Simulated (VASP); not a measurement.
**Cd: single point with PBE**

Cd:

```
Cd
1.0
    -1.80195    1.80195    1.80195
     1.80195   -1.80195    1.80195
     1.80195    1.80195   -1.80195
Cd
1
Direct
  0.00000 0.00000 0.00000
```

This isn't the form of Cd at room conditions, which is hcp.

```json
{"Program": "VASP 6.6.1", "Task": "single point", "Functional": "PBE", "Potentials or basis": "VASP PAW PBE potentials, release 64 (Cd)", "Cutoff": "520 eV", "k mesh": "17 × 17 × 17", "Occupations": "fermi-dirac, width 0.05 eV", "Spin": "no spin polarisation"}
```

The pressure is 0.2 GPa and the band gap on the k mesh is zero (bands 6 and 7 overlap by 3.79 eV).

Levels at points of the mesh, in eV from the Fermi level:
| k point | band 2 | band 3 | band 4 | band 5 | band 6 | band 7 | band 8 | band 9 | band 10 | band 11 |
| --- | --- | --- | --- | --- | --- | --- | --- | --- | --- | --- |
| (0.00, 0.00, 0.00) | -9.06 | -9.06 | -8.49 | -8.49 | -8.31 | 15.24 | 15.24 | 15.24 | 15.47 | 15.47 |

Wall time 34 s on 1 thread of Intel Xeon 8259CL, with other jobs on the host, peak memory 0.17 GiB.
